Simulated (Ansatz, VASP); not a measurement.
SiO2 in VASP and in Ansatz

The input INCAR:

```
PREC = Accurate
ENCUT = 520
EDIFF = 1E-6
ISMEAR = 0
SIGMA = 0.02
LREAL = F
LASPH = T
NELM = 80
ALGO = Normal
ISIF = 2
LWAVE = F
LCHARG = T
GGA = CA
LELF = T
LVHAR = T
NBANDS = 44
```

KPOINTS

```
Automatic mesh
0
Gamma
  6 6 4
```

The input POSCAR:

```
SiO2
1.0
    4.9405297249      0.0000000000      0.0000000000
    0.0000000000      4.9405297249      0.0000000000
    0.0000000000      0.0000000000      6.8596011958
Si O
4 8
Direct
    0.8048597421      0.8048597421      0.5000000000
    0.6951402579      0.3048597421      0.2500000000
    0.1951402579      0.1951402579      0.0000000000
    0.3048597421      0.6951402579      0.7500000000
    0.2628906955      0.3857667419      0.8162028578
    0.1142332581      0.7628906955      0.5662028578
    0.7371093045      0.6142332581      0.3162028578
    0.8857667419      0.2371093045      0.0662028578
    0.7628906955      0.1142332581      0.4337971422
    0.6142332581      0.7371093045      0.6837971422
    0.2371093045      0.8857667419      0.9337971422
    0.3857667419      0.2628906955      0.1837971422
```

Input for Ansatz:

```yaml
crystal:
  lattice:
    - [4.9405297249, 0.0, 0.0]
    - [0.0, 4.9405297249, 0.0]
    - [0.0, 0.0, 6.8596011958]
  atoms:
    - { symbol: Si, position: [0.8048597421, 0.8048597421, 0.5] }
    - { symbol: Si, position: [0.6951402579, 0.3048597421, 0.25] }
    - { symbol: Si, position: [0.1951402579, 0.1951402579, 0.0] }
    - { symbol: Si, position: [0.3048597421, 0.6951402579, 0.75] }
    - { symbol: O, position: [0.2628906955, 0.3857667419, 0.8162028578] }
    - { symbol: O, position: [0.1142332581, 0.7628906955, 0.5662028578] }
    - { symbol: O, position: [0.7371093045, 0.6142332581, 0.3162028578] }
    - { symbol: O, position: [0.8857667419, 0.2371093045, 0.0662028578] }
    - { symbol: O, position: [0.7628906955, 0.1142332581, 0.4337971422] }
    - { symbol: O, position: [0.6142332581, 0.7371093045, 0.6837971422] }
    - { symbol: O, position: [0.2371093045, 0.8857667419, 0.9337971422] }
    - { symbol: O, position: [0.3857667419, 0.2628906955, 0.1837971422] }
basis:
  ecutwfc: 420
kpoints:
  mp_grid: { grid: [6, 6, 4] }
  band_path:
    path:
      - [[0.0, 0.0, 0.0], [0.0, 0.5, 0.0], [0.5, 0.5, 0.0], [0.0, 0.0, 0.0], [0.0, 0.0, 0.5], [0.0, 0.5, 0.5], [0.5, 0.5, 0.5], [0.0, 0.0, 0.5]]
      - [[0.0, 0.5, 0.0], [0.0, 0.5, 0.5]]
      - [[0.5, 0.5, 0.0], [0.5, 0.5, 0.5]]
    npoints: 10
hamiltonian:
  xc: lda
scf:
  occupations: { method: gaussian, width: 0.02 }
  n_extra_bands: 30
output:
  forces: true
  stress: true
  eigenvalues: true
  populations: true
  dos: { projected: true, de: 0.02, nscf_kmesh: { grid: [9, 9, 6] } }
  bader: false
  write_density: true
  write_potential: true
  elf: true
  volumetric_format: npy
```

Alike in both runs: task single point; functional LDA; k mesh 6 × 6 × 4; occupations gaussian, width 0.02 eV; no spin polarisation.

|  | VASP | Ansatz |
| --- | --- | --- |
| version | VASP 6.6.1 | Ansatz 0.2.0 |
| potentials or method | VASP PAW LDA potentials, release 64 (Si, O), cutoff 520 eV | scalar-relativistic, plane waves, PAW |
| valence electrons in the cell | 64 | 64 |

|  | VASP | Ansatz | Ansatz less VASP |
| --- | --- | --- | --- |
| gap on the k mesh at the Fermi level (eV) | 5.56 | 5.56 | -0.002 |
| least direct gap on the mesh (eV) | 5.56 | 5.56 | -0.002 |
| pressure (GPa) | 0.6 | 0.0 | -0.60 |
| rms of the force components (eV/Å) | 0.016 | 0.001 | -0.0150 |

LDA's correlation is that of Perdew and Zunger in VASP and of Perdew and Wang (1992) in Ansatz. Atom by atom the forces differ by 0.016 eV/Å (rms over components).
